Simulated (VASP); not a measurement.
Ge3Pd:

```
Pd Ge
1.0
     4.11422    0.00000    0.00000
     0.00000    4.11422    0.00000
     0.00000    0.00000    4.11422
Pd Ge
1 3
Cartesian
  0.0000 0.0000 0.0000
  2.0571 2.0571 0.0000
  2.0571 0.0000 2.0571
  0.0000 2.0571 2.0571
```

Base run:

* Program: VASP 6.6.1
* Functional: PBE
* Potentials or basis: VASP PAW PBE potentials, release 64 (Pd, Ge_d)
* Cutoff: 520 eV
* k mesh: 7 × 7 × 7
* Occupations: fermi-dirac, width 0.05 eV
* Spin: no spin polarisation

Its results: band gap on the k mesh zero (bands 26 and 27 overlap by 1.60 eV); pressure 1.7 GPa.

Problem. The run is repeated on the same cell with these changes: functional from PBE to PBEsol. What comes out?

Solution. Band gap on the k mesh zero (bands 26 and 27 overlap by 1.59 eV); pressure -2.9 GPa.

PBEsol binds more tightly than PBE, so the same cell stands under less pressure.

Caveats: the PAW data sets were made with another functional, which shifts forces and pressure a little (at least some runs).
